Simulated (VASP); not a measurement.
# Ir (P6_3/mmc) in VASP: further runs

Ir is run at these levels: PBEsol; tasks: single point.

Everything below comes from runs of VASP 6.6.1. Logs are shortened: lines on timing, memory, paths and dates and some standing lists are left out, and cuts for length are marked.

## Step 1: The cell of the first run

Symmetry: P6_3/mmc, No. 194, hexagonal system. The conventional cell has a = 2.745 Å, b = 2.745 Å, c = 4.447 Å, α = 90.00°, β = 90.00°, γ = 120.00°. Within 3.6 Å of Ir (site symmetry -6m2) lie 12 Ir at 2.73 to 2.74 Å.

This isn't the form of Ir at room conditions, which is fcc.

## Step 2: Single point, PBEsol

INCAR reads:

```
SYSTEM = Ir
PREC     = Accurate       ! precision mode
ENCUT    = 520            ! plane-wave cutoff, eV
EDIFF    = 1E-6           ! SCF threshold, eV
ISMEAR   = -1             ! smearing method
SIGMA    = 0.05           ! smearing width, eV
LREAL    = .FALSE.        ! projectors in reciprocal space
LASPH    = .TRUE.         ! aspherical terms in the spheres
NELM     = 80             ! most SCF steps
ALGO     = Normal         ! electronic algorithm
ISIF     = 2              ! what is computed and relaxed
LWAVE    = .FALSE.        ! write WAVECAR
LCHARG   = .TRUE.         ! write CHGCAR
GGA      = PS             ! functional
LELF     = .TRUE.         ! ELF
LVHAR    = .TRUE.       
NBANDS   = 16             ! bands
```

KPOINTS reads:

```
Automatic mesh
0
G
  13 13 7
  0 0 0
```

POSCAR reads:

```
Ir
1.0
    2.7448628762      0.0000000000      0.0000000000
   -1.3724314381      2.3771209807      0.0000000000
    0.0000000000      0.0000000000      4.4466778595
Ir
2
Direct
    0.3333333333      0.6666666667      0.2500000000
    0.6666666667      0.3333333333      0.7500000000
```

Potentials or basis: VASP PAW PBE potentials, release 64 (Ir).

Run with:

```console
$ cat potpaw_PBE.64/Ir/POTCAR > POTCAR
$ mpirun -np 1 vasp_std > vasp.out
```

OUTCAR:

```text
SYSTEM = Ir
   PREC = Accurate
   ENCUT = 520
   EDIFF = 1E-6
   ISMEAR = -1
   LREAL = .FALSE.
   LASPH = .TRUE.
   NELM = 80
   ISIF = 2
   GGA = PS

 ion  position               nearest neighbor table
   1  0.333  0.667  0.250-   2 2.73   2 2.73   2 2.73   2 2.73   2 2.73   2 2.73
   2  0.667  0.333  0.750-   1 2.73   1 2.73   1 2.73   1 2.73   1 2.73   1 2.73

  LATTYP: Found a hexagonal cell.
 ALAT       =     2.7448628762
 C/A-ratio  =     1.6200000000

  Lattice vectors:

 A1 = (   2.7448628762,   0.0000000000,   0.0000000000)
 A2 = (  -1.3724314381,   2.3771209807,   0.0000000000)
 A3 = (   0.0000000000,   0.0000000000,   4.4466778595)

Analysis of symmetry for initial positions (statically):
=====================================================================
 Subroutine PRICEL returns:
 Original cell was already a primitive cell.

 Routine SETGRP: Setting up the symmetry group for a
 hexagonal supercell.

 Subroutine GETGRP returns: Found 24 space group operations
 (whereof 12 operations were pure point group operations)
 out of a pool of 24 trial point group operations.

The static configuration has the point symmetry D_3d.
 The point group associated with its full space group is D_6h.

Analysis of symmetry for dynamics (positions and initial velocities):
=====================================================================
 Subroutine PRICEL returns:
 Original cell was already a primitive cell.

 Routine SETGRP: Setting up the symmetry group for a
 hexagonal supercell.

 Subroutine GETGRP returns: Found 24 space group operations
 (whereof 12 operations were pure point group operations)
 out of a pool of 24 trial point group operations.

The dynamic configuration has the point symmetry D_3d.
 The point group associated with its full space group is D_6h.

 Subroutine INISYM returns: Found 24 space group operations
 (whereof 12 operations are pure point group operations),
 and found     1 'primitive' translations

----------------------------------------------------------------------------------------

                                     Primitive cell

  volume of cell :      29.0140

  direct lattice vectors                    reciprocal lattice vectors
     2.744862876  0.000000000  0.000000000     0.364316924  0.210338474  0.000000000
    -1.372431438  2.377120981  0.000000000     0.000000000  0.420676948  0.000000000
     0.000000000  0.000000000  4.446677860     0.000000000  0.000000000  0.224886990

  length of vectors
[... 82 lines left out ...]
   EDIFF  = 0.1E-05   stopping-criterion for ELM
   LREAL  =      F    real-space projection
   EDIFFG = 0.1E-04   stopping-criterion for IOM
   NSW    =      0    number of steps for IOM
   IBRION =     -1    ionic relax: 0-MD 1-quasi-New 2-CG
   NFREE  =      0    steps in history (QN), initial steepest desc. (CG)
   ISIF   =      2    stress and relaxation
   ISYM   =      2    0-nonsym 1-usesym 2-fastsym
   POTIM  = 0.5000    time-step for ionic-motion
   TEBEG  =    0.0;   TEEND  =   0.0 temperature during run
   PSTRESS=    0.0 pullay stress
   NELECT =      18.0000    total number of electrons
   NUPDOWN=      -1.0000    fix difference up-down
   EMIN   =  10.00;   EMAX   =-10.00  energy-range for DOS
   EFERMI =   0.00;   METHOD = LEGACY
   ISMEAR =    -1;   SIGMA  =   0.05  broadening in eV -4-tet -1-fermi 0-gaus
   EFERMI_NEDOS =   21; number of points for ismear=-14 and -15
   IALGO  =     38    algorithm
   IMIX   =      4    mixing-type and parameters
     AMIX     =   0.40;   BMIX     =  1.00
     AMIX_MAG =   1.60;   BMIX_MAG =  1.00
  volume/ion in A,a.u.               =      14.51        97.90
  Fermi-wavevector in a.u.,A,eV,Ry     =   1.396250  2.638530 26.524742  1.949514
  Thomas-Fermi vector in A             =   2.519622
   LORBIT       =      0    0 simple, 1 ext, 2 COOP (PROOUT), +10 PAW based schemes
   GGA     = PS    functional components
   LHFCALC =     F    Hartree Fock is set to
   AEXX    =    0.0000 exact exchange contribution
   IVDW    =     0    specifies the selected vdW correction
   LEPSILON=     F    determine dielectric tensor
   LRPA    =     F    only Hartree local field effects (RPA)
 non-spin polarized calculation
  energy-cutoff  :      520.00
  volume of cell :       29.01
 maximum number of plane-waves:       790
   NGX = 11   NGY = 11   NGZ = 17

 number of electron      18.0000000 magnetization

 Free energy of the ion-electron system (eV)
  ---------------------------------------------------
  ext. energy  EPLUGINS =         0.00000000
  ---------------------------------------------------
  free energy    TOTEN  =       -19.46278288 eV

  energy without entropy =      -19.43891373  energy(sigma->0) =      -19.45084831

 E-fermi :   9.9577     XC(G=0): -13.9539

 val. band max:        9.9515690365   @ k =   0.3846   0.2308   0.2857
 cond. band min:       9.9616870498   @ k =   0.3846   0.1538   0.0000
 fundamental gap:      0.0101180133
 Fermi energy:         9.9577165877

 k-point     1 :       0.0000    0.0000    0.0000
  band No.  band energies     occupation
      1      -1.1062      2.00000
      2       1.9599      2.00000
      3       6.1174      2.00000
      4       6.2102      2.00000
      5       6.2102      2.00000
      6       6.8493      2.00000
[... 433 lines left out ...]
      3       5.3621      2.00000
      4       5.8017      2.00000
      5       6.2342      2.00000
      6       6.6829      2.00000
[... 8 lines left out ...]
     15      26.8190      0.00000
     16      27.4122      0.00000

 [... further k-points ...]

------------------------ aborting loop because EDIFF is reached ----------------------------------------

  FORCE on cell =-STRESS in cart. coord.  units (eV):
  Direction    XX          YY          ZZ          XY          YZ          ZX
  --------------------------------------------------------------------------------------
  -------------------------------------------------------------------------------------
  Total       -1.6595411     -1.6595411     -1.5063971      0.0000000      0.0000000      0.0000000
  in kB      -91.6412456    -91.6412456    -83.1845086      0.0000000      0.0000000      0.0000000
  external PRESSURE =     -88.8223333 kB  Pullay stress =       0.0000000 kB

 VOLUME and BASIS-vectors are now :
 -----------------------------------------------------------------------------
  energy-cutoff  :      520.00
  volume of cell :       29.01
      direct lattice vectors                 reciprocal lattice vectors
     2.744862876  0.000000000  0.000000000     0.364316924  0.210338474  0.000000000
    -1.372431438  2.377120981  0.000000000     0.000000000  0.420676948  0.000000000
     0.000000000  0.000000000  4.446677860     0.000000000  0.000000000  0.224886990

 POSITION                                       TOTAL-FORCE (eV/Angst)
 -----------------------------------------------------------------------------------
     -0.00000      1.58475      1.11167         0.000000     -0.000000      0.000000
      1.37243      0.79237      3.33501        -0.000000      0.000000      0.000000
 -----------------------------------------------------------------------------------
    total drift:                               -0.000000      0.000000     -0.000000

  FREE ENERGIE OF THE ION-ELECTRON SYSTEM (eV)
  ---------------------------------------------------
  free  energy   TOTEN  =       -19.4627828841 eV

  energy  without entropy=      -19.4389137276  energy(sigma->0) =      -19.45084831
```

stdout:

```text
POSCAR found type information on POSCAR Ir
 POSCAR found :  1 types and       2 ions
 scaLAPACK will be used
 -----------------------------------------------------------------------------
|                                                                             |
|                                                                             |
|     You enforced a specific xc type in the INCAR file but a different       |
|     I HOPE YOU KNOW WHAT YOU ARE DOING!                                     |
|                                                                             |
 -----------------------------------------------------------------------------

 LDA part: xc-table for (Slater+PW92), standard interpolation
 POSCAR, INCAR and KPOINTS ok, starting setup
 FFT: planning ... GRIDC
 FFT: planning ... GRID_SOFT
 FFT: planning ... GRID
 WAVECAR not read
 entering main loop
```

Run time: 38 s. Hardware: 1 thread of Intel Xeon 8259CL, shared host; peak memory 0.13 GiB.

What came out:

| Quantity | Value |
| --- | --- |
| Free energy | -19.4628 eV |
| Pressure | -8.9 GPa |
| Band gap on the k mesh | zero (bands 9 and 10 overlap by 3.29 eV) |

Levels at points of the mesh, in eV from the Fermi level:
```
           k point  band 5  band 6  band 7  band 8  band 9  band 10  band 11  band 12  band 13  band 14
(0.00, 0.00, 0.00)   -3.75   -3.11   -3.11   -2.34   -2.34    -0.83     0.24     0.24     6.80    14.23
```

Caveat: the cell stands under tension; the PAW data sets were made with another functional, which shifts forces and pressure a little; spin-orbit coupling is left out, which moves the levels of the heavy elements.

## Step 3: Single point, PBEsol

INCAR reads:

```
ALGO     = Normal         # electronic algorithm
EDIFF    = 1E-7           # SCF threshold, eV
ENCUT    = 520            # plane-wave cutoff, eV
GGA      = PS             # functional
ISIF     = 2              # what is computed and relaxed
ISMEAR   = -1             # smearing method
LASPH    = T              # aspherical terms in the spheres
LCHARG   = F              # write CHGCAR
LREAL    = F              # projectors in reciprocal space
LWAVE    = F              # write WAVECAR
NBANDS   = 16             # bands
NELM     = 60             # most SCF steps
PREC     = Accurate       # precision mode
SIGMA    = 0.05           # smearing width, eV
```

KPOINTS reads:

```
k-points
0
Gamma
  13 13 7
```

POSCAR is that of step 2.

Potentials or basis: VASP PAW PBE potentials, release 64 (Ir).

Run with:

```console
$ cat potpaw_PBE.64/Ir/POTCAR > POTCAR
$ mpirun -np 1 vasp_std > vasp.out
```

It took 48 s on 1 thread of Intel Xeon 8259CL, shared host; peak memory 0.13 GiB.

It converged, with:

```yaml
Free_energy: -19.4628 eV
Pressure: -8.9 GPa
Band_gap_on_the_k_mesh: zero (bands 9 and 10 overlap by 3.29 eV)
```

Stress tensor (GPa, compression positive):
```
-9.18  0.00  0.00
 0.00 -9.18  0.00
 0.00  0.00 -8.34
```

Levels at points of the mesh, in eV from the Fermi level:
```tsv
k point	band 5	band 6	band 7	band 8	band 9	band 10	band 11	band 12	band 13	band 14
(0.00, 0.00, 0.00)	-3.75	-3.11	-3.11	-2.34	-2.34	-0.83	0.24	0.24	6.80	14.23
```

Caveat: the cell stands under tension; the PAW data sets were made with another functional, which shifts forces and pressure a little; spin-orbit coupling is left out, which moves the levels of the heavy elements.
